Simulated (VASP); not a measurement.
# AlIn2B2As (P1) in VASP: relaxation of cell and atoms with PBE

Aim: the relaxation of cell and atoms of AlIn2B2As with PBE.

Everything below comes from runs of VASP 6.6.1. Logs are shortened: lines on timing, memory, paths and dates and some standing lists are left out, and cuts for length are marked.

### Step 1. The cell of the first run

The typed cell holds 6 atoms: a = 4.245 Å, b = 5.525 Å, c = 5.685 Å, α = 86.52°, β = 68.63°, γ = 69.50°.

### Step 2. Relaxation of cell and atoms, PBE

INCAR

```
SYSTEM = AlIn2B2As
PREC = Accurate
ENCUT = 600
EDIFF = 1E-6
ISMEAR = 0
SIGMA = 0.1
LREAL = .FALSE.
LASPH = .TRUE.
NELM = 80
ALGO = Normal
ISIF = 3
LWAVE = .FALSE.
LCHARG = .FALSE.
GGA = PE
IBRION = 2
NSW = 100
EDIFFG = -0.01
```

KPOINTS

```
regular mesh
0
G
  8 6 6
  0 0 0
```

POSCAR

```
AlIn2B2As
1.0
    4.2451916626      0.0000000000      0.0000000000
    1.9350913837      5.1755466687      0.0000000000
    2.0715944088     -0.4060579769      5.2787021369
Al In B As
1 2 2 1
Direct
    0.8738665663      0.9447817448      0.8373214845
    0.9441203357      0.1921218596      0.3770253892
    0.4936535826      0.5654524390      0.0032484792
    0.4161540649      0.2453012870      0.7885508107
    0.2581223029      0.0217996804      0.9631682018
    0.1986220376      0.5106219992      0.5506066247
```

Potentials or basis: VASP PAW PBE potentials, release 64 (Al, In_d, B, As).

Run with:

```
> cat potpaw_PBE.64/Al/POTCAR potpaw_PBE.64/In_d/POTCAR potpaw_PBE.64/B/POTCAR potpaw_PBE.64/As/POTCAR > POTCAR
> mpirun -np 1 vasp_std > vasp.out
```

OUTCAR:

```text
SYSTEM = AlIn2B2As
   PREC = Accurate
   ENCUT = 600
   EDIFF = 1E-6
   ISMEAR = 0
   LREAL = .FALSE.
   LASPH = .TRUE.
   NELM = 80
   ISIF = 3
   GGA = PE
   IBRION = 2
   NSW = 100
   EDIFFG = -0.01

 ion  position               nearest neighbor table
   1  0.874  0.945  0.837-   4 2.16   5 2.17   5 2.33   6 2.61   2 2.84   3 2.98   3 3.15   3 3.27
                             2 3.58
   2  0.944  0.192  0.377-   5 2.30   4 2.53   6 2.75   1 2.84   6 2.85   3 3.48   1 3.58   3 3.67
                             3 3.68   3 3.71
   3  0.494  0.565  0.003-   4 2.39   5 2.40   6 2.94   1 2.98   6 3.09   1 3.15   1 3.27   6 3.32
                             2 3.48   2 3.67   2 3.68   2 3.71
   4  0.416  0.245  0.789-   5 1.70   6 2.13   1 2.16   3 2.39   2 2.53
   5  0.258  0.022  0.963-   4 1.70   1 2.17   2 2.30   1 2.33   3 2.40
   6  0.199  0.511  0.551-   4 2.13   1 2.61   2 2.75   2 2.85   3 2.94   3 3.09   3 3.32

  LATTYP: Found a triclinic cell.
 ALAT       =     5.6677020580
 B/A-ratio  =     1.3556809122
 C/A-ratio  =     0.7490146128
 COS(alpha) =     0.0177655142
 COS(beta)  =     0.4075902818
 COS(gamma) =     0.6705926726

  Lattice vectors:

 A1 = (  -2.3101002789,   5.1755466687,   0.0000000000)
 A2 = (  -0.1365030251,   5.5816046456,  -5.2787021369)
 A3 = (  -4.2451916626,   0.0000000000,   0.0000000000)

Analysis of symmetry for initial positions (statically):
=====================================================================
 Subroutine PRICEL returns:
 Original cell was already a primitive cell.

 Routine SETGRP: Setting up the symmetry group for a
 triclinic supercell.

 Subroutine GETGRP returns: Found  1 space group operations
 (whereof  1 operations were pure point group operations)
 out of a pool of  2 trial point group operations.

The static configuration has the point symmetry C_1 .

Analysis of symmetry for dynamics (positions and initial velocities):
=====================================================================
 Subroutine PRICEL returns:
 Original cell was already a primitive cell.

 Routine SETGRP: Setting up the symmetry group for a
 triclinic supercell.

 Subroutine GETGRP returns: Found  1 space group operations
 (whereof  1 operations were pure point group operations)
 out of a pool of  2 trial point group operations.

The dynamic configuration has the point symmetry C_1 .

 Subroutine INISYM returns: Found  1 space group operations
 (whereof  1 operations are pure point group operations),
 and found     1 'primitive' translations

----------------------------------------------------------------------------------------

                                     Primitive cell

  volume of cell :     115.9794

  direct lattice vectors                    reciprocal lattice vectors
     4.245191663  0.000000000  0.000000000     0.235560625 -0.088074046 -0.099219321
     1.935091384  5.175546669  0.000000000     0.000000000  0.193216304  0.014862938
     2.071594409 -0.406057977  5.278702137     0.000000000  0.000000000  0.189440505

  length of vectors
     4.245191663  5.525473915  5.685163386     0.270352213  0.193787118  0.189440505

  position of ions in fractional coordinates (direct lattice)
     0.873866566  0.944781745  0.837321485
     0.944120336  0.192121860  0.377025389
     0.493653583  0.565452439  0.003248479
     0.416154065  0.245301287  0.788550811
     0.258122303  0.021799680  0.963168202
     0.198622038  0.510621999  0.550606625

  ion indices of the primitive-cell ions
   primitive index   ion index
                 1           1
                 2           2
                 3           3
                 4           4
                 5           5
                 6           6

----------------------------------------------------------------------------------------

 KPOINTS: regular mesh

Automatic generation of k-mesh.
 Grid dimensions read from file:
 generate k-points for:    8    6    6

 Generating k-lattice:

  Cartesian coordinates                     Fractional coordinates (reciprocal lattice)
     0.029445078 -0.011009256 -0.012402415     0.125000000  0.000000000  0.000000000
     0.000000000  0.032202717  0.002477156     0.000000000  0.166666667 -0.000000000
     0.000000000  0.000000000  0.031573418     0.000000000  0.000000000  0.166666667

  Length of vectors
     0.033794027  0.032297853  0.031573418

  Shift w.r.t. Gamma in fractional coordinates (k-lattice)
     0.000000000  0.000000000  0.000000000

 Subroutine IBZKPT returns following result:
 ===========================================

 Found    148 irreducible k-points:

 Following reciprocal coordinates:
            Coordinates               Weight
  0.000000  0.000000  0.000000      1.000000
  0.125000  0.000000 -0.000000      2.000000
  0.250000  0.000000 -0.000000      2.000000
  0.375000  0.000000 -0.000000      2.000000
  0.500000  0.000000 -0.000000      1.000000
  0.000000  0.166667 -0.000000      2.000000
[... 16 lines left out ...]
  0.125000  0.500000 -0.000000      2.000000
  0.250000  0.500000 -0.000000      2.000000
 [... further k-points ...]
   k-points           NKPTS =    148   k-points in BZ     NKDIM =    148   number of bands    NBANDS=     24
   number of dos      NEDOS =    301   number of ions     NIONS =      6
   total plane-waves  NPLWV =  82944
   dimension x,y,z NGX =    36 NGY =   48 NGZ =   48
   dimension x,y,z NGXF=    72 NGYF=   96 NGZF=   96
   ions per type =               1   2   2   1
   NGX,Y,Z   is equivalent  to a cutoff of  14.10, 14.44, 14.04 a.u.
   NGXF,Y,Z  is equivalent  to a cutoff of  28.20, 28.88, 28.07 a.u.
 SYSTEM =  AlIn2B2As
   PREC   = accura    normal or accurate (medium, high low for compatibility)
   ISTART =      0    job   : 0-new  1-cont  2-samecut
   ICHARG =      2    charge: 1-file 2-atom 10-const
   ISPIN  =      1    spin polarized calculation?
   LNONCOLLINEAR =      F non collinear calculations
   LSORBIT =      F    spin-orbit coupling
   LASPH  =      T    aspherical Exc in radial PAW
   ENCUT  =  600.0 eV  44.10 Ry    6.64 a.u.   8.48 11.04 11.35*2*pi/ulx,y,z
   NELM   =     80;   NELMIN=  2; NELMDL= -5     # of ELM steps
   EDIFF  = 0.1E-05   stopping-criterion for ELM
   LREAL  =      F    real-space projection
   EDIFFG = -.1E-01   stopping-criterion for IOM
   NSW    =    100    number of steps for IOM
   IBRION =      2    ionic relax: 0-MD 1-quasi-New 2-CG
   NFREE  =      1    steps in history (QN), initial steepest desc. (CG)
   ISIF   =      3    stress and relaxation
   ISYM   =      2    0-nonsym 1-usesym 2-fastsym
   POTIM  = 0.5000    time-step for ionic-motion
   TEBEG  =    0.0;   TEEND  =   0.0 temperature during run
   PSTRESS=    0.0 pullay stress
   NELECT =      40.0000    total number of electrons
   NUPDOWN=      -1.0000    fix difference up-down
   EMIN   =  10.00;   EMAX   =-10.00  energy-range for DOS
   EFERMI =   0.00;   METHOD = LEGACY
   ISMEAR =     0;   SIGMA  =   0.10  broadening in eV -4-tet -1-fermi 0-gaus
   EFERMI_NEDOS =   21; number of points for ismear=-14 and -15
   IALGO  =     38    algorithm
   IMIX   =      4    mixing-type and parameters
     AMIX     =   0.40;   BMIX     =  1.00
     AMIX_MAG =   1.60;   BMIX_MAG =  1.00
  volume/ion in A,a.u.               =      19.33       130.44
  Fermi-wavevector in a.u.,A,eV,Ry     =   1.148069  2.169536 17.933323  1.318062
  Thomas-Fermi vector in A             =   2.284746
   LORBIT       =      0    0 simple, 1 ext, 2 COOP (PROOUT), +10 PAW based schemes
   GGA     = PE    functional components
   LHFCALC =     F    Hartree Fock is set to
   AEXX    =    0.0000 exact exchange contribution
   IVDW    =     0    specifies the selected vdW correction
   LEPSILON=     F    determine dielectric tensor
   LRPA    =     F    only Hartree local field effects (RPA)
 conjugate gradient relaxation of ions
 non-spin polarized calculation
 Gauss-broadening in eV      SIGMA  =   0.10
  energy-cutoff  :      600.00
  volume of cell :      115.98
 maximum number of plane-waves:      3898
 NGX is ok and might be reduce to    36
   NGX = 17   NGY = 23   NGZ = 23

--------------------------------------- Ionic step        1  -------------------------------------------

 number of electron      39.9999999 magnetization

 Free energy of the ion-electron system (eV)
  ---------------------------------------------------
  ext. energy  EPLUGINS =         0.00000000
  ---------------------------------------------------
  free energy    TOTEN  =       -25.03486453 eV

  energy without entropy =      -25.03251826  energy(sigma->0) =      -25.03369140

------------------------ aborting loop because EDIFF is reached ----------------------------------------

  FORCE on cell =-STRESS in cart. coord.  units (eV):
  Direction    XX          YY          ZZ          XY          YZ          ZX
  --------------------------------------------------------------------------------------
  -------------------------------------------------------------------------------------
  Total       -0.0221588      0.0776376      0.3152369      0.1298799     -0.1321327      0.0664847
  in kB       -0.3061088      1.0725110      4.3547866      1.7942040     -1.8253245      0.9184412
  external PRESSURE =       1.7070629 kB  Pullay stress =       0.0000000 kB
[... 101 lines left out ...]
  FREE ENERGIE OF THE ION-ELECTRON SYSTEM (eV)
  ---------------------------------------------------
  free  energy   TOTEN  =       -25.0368956444 eV

  energy  without entropy=      -25.0350492587  energy(sigma->0) =      -25.03597245

[... ionic steps 4 to 9 ...]

--------------------------------------- Ionic step       10  -------------------------------------------

 number of electron      40.0000001 magnetization

------------------------ aborting loop because EDIFF is reached ----------------------------------------

  FORCE on cell =-STRESS in cart. coord.  units (eV):
  Direction    XX          YY          ZZ          XY          YZ          ZX
  --------------------------------------------------------------------------------------
  -------------------------------------------------------------------------------------
  Total       -0.0239072      0.0008338     -0.0012365     -0.0107514     -0.0173593     -0.0052590
  in kB       -0.3291031      0.0114778     -0.0170210     -0.1480029     -0.2389656     -0.0723942
  external PRESSURE =      -0.1115488 kB  Pullay stress =       0.0000000 kB
[... 65 lines left out ...]
  energy  without entropy=      -25.0373009611  energy(sigma->0) =      -25.03805646

--------------------------------------- Ionic step       12  -------------------------------------------

 number of electron      40.0000002 magnetization

 Free energy of the ion-electron system (eV)
  ---------------------------------------------------
  ext. energy  EPLUGINS =         0.00000000
  ---------------------------------------------------
  free energy    TOTEN  =       -25.03884650 eV

  energy without entropy =      -25.03733935  energy(sigma->0) =      -25.03809292

 E-fermi :   5.8969     XC(G=0):  -9.7458

 val. band max:        5.8952594565   @ k =  -0.2500   0.5000   0.3333
 cond. band min:       5.9537429920   @ k =   0.2500   0.1667   0.3333
 fundamental gap:      0.0584835355
 Fermi energy:         5.8969215810

 k-point     1 :       0.0000    0.0000    0.0000
  band No.  band energies     occupation
      1      -8.8862      2.00000
      2      -8.8660      2.00000
      3      -8.8538      2.00000
      4      -8.8030      2.00000
      5      -8.7844      2.00000
      6      -8.7613      2.00000
[... 637 lines left out ...]
     23       8.3471      0.00000
     24       9.2013      0.00000

 [... further k-points ...]

------------------------ aborting loop because EDIFF is reached ----------------------------------------

  FORCE on cell =-STRESS in cart. coord.  units (eV):
  Direction    XX          YY          ZZ          XY          YZ          ZX
  --------------------------------------------------------------------------------------
  -------------------------------------------------------------------------------------
  Total        0.0127912      0.0178964      0.0112908      0.0051447     -0.0008138      0.0074300
  in kB        0.1761075      0.2463943      0.1554503      0.0708306     -0.0112041      0.1022941
  external PRESSURE =       0.1926507 kB  Pullay stress =       0.0000000 kB
[... 21 lines left out ...]
  FREE ENERGIE OF THE ION-ELECTRON SYSTEM (eV)
  ---------------------------------------------------
  free  energy   TOTEN  =       -25.0388465028 eV

  energy  without entropy=      -25.0373393459  energy(sigma->0) =      -25.03809292

 reached required accuracy - stopping structural energy minimisation
```

Wall time 27 min (1 thread of Intel Xeon 6975P-C (Granite Rapids), shared host); peak memory 0.69 GiB.

What came out:

```yaml
Free_energy: -25.0388 eV
Relaxed_volume: 19.40 Å³/atom
Relaxed_cell: a = 4.236 Å, b = 5.529 Å, c = 5.730 Å, α = 86.74°, β = 68.39°, γ = 69.39°
Space_group_after_relaxing_to_0.1_Å: P1 (No. 1)
Energy_gained_by_relaxing: 0.7 meV/atom
Ionic_steps: 12
Pressure_after_relaxing: 0.0 GPa
Largest_force_after_relaxing: 0.008 eV/Å
Band_gap_on_the_k_mesh: zero (bands 20 and 21 overlap by 0.74 eV)
```

Forces on the atoms (eV/Å):
```
Al  -0.002 -0.007  0.001
In   0.000  0.002  0.000
In   0.003  0.003 -0.003
B   -0.004  0.004 -0.004
B   -0.005 -0.002  0.002
As   0.008  0.001  0.004
```

Step by step:
```tsv
step	energy change (eV)	largest force (eV/Å)	pressure (GPa)	volume (Å³)
1	0.0000	0.0680	0.17	115.98
2	-0.0017	0.0607	-0.06	116.32
3	-0.0020	0.0742	-0.23	116.58
4	-0.0031	0.0487	-0.04	116.36
5	-0.0032	0.0561	0.03	116.25
6	-0.0036	0.0278	0.03	116.27
7	-0.0037	0.0262	0.03	116.27
8	-0.0038	0.0184	0.00	116.35
9	-0.0038	0.0203	-0.02	116.39
10	-0.0039	0.0121	-0.01	116.39
11	-0.0039	0.0129	0.00	116.39
12	-0.0040	0.0085	0.02	116.37
```

Final structure:
```
CELL_PARAMETERS angstrom
4.23563 0.00638 0.01789
1.93847 5.17793 -0.01111
2.08869 -0.42262 5.31946
ATOMIC_POSITIONS crystal
Al 0.87591 0.94598 0.83511
In 0.94652 0.18852 0.37865
In 0.48983 0.56667 0.00203
B 0.41619 0.24533 0.78876
B 0.25559 0.02415 0.96495
As 0.20050 0.50942 0.55043
```

Levels at points of the mesh, in eV from the Fermi level:
```tsv
k point	band 16	band 17	band 18	band 19	band 20	band 21	band 22	band 23	band 24
(0.00, 0.00, 0.00)	-3.66	-3.32	-1.85	-1.71	-1.40	0.36	0.86	1.50	2.16
(0.50, 0.00, 0.00)	-4.06	-2.88	-1.71	-1.57	-1.32	0.40	1.11	1.62	2.70
(0.00, 0.50, 0.00)	-3.78	-2.83	-2.03	-1.91	-0.88	1.45	1.81	2.44	3.24
(0.50, 0.50, 0.00)	-4.47	-3.54	-3.24	-1.09	-0.45	0.35	1.52	2.89	3.59
(0.00, 0.00, 0.50)	-3.50	-2.58	-2.21	-1.92	-0.50	1.26	1.59	2.47	2.95
(0.50, 0.00, 0.50)	-4.55	-3.97	-3.21	-1.50	-0.90	0.63	1.48	2.75	3.81
(0.00, 0.50, 0.50)	-2.87	-2.64	-0.60	-0.41	0.57	0.66	1.46	2.50	2.62
(0.50, 0.50, 0.50)	-4.32	-2.73	-2.17	-1.77	-1.07	0.61	1.12	1.69	2.93
```

Caveat: semilocal functionals underestimate gaps, and a narrow one can read as zero; spin-orbit coupling is left out, which moves the levels of the heavy elements.

The gap in the log of VASP goes by the Fermi energy; the results here count the filled bands.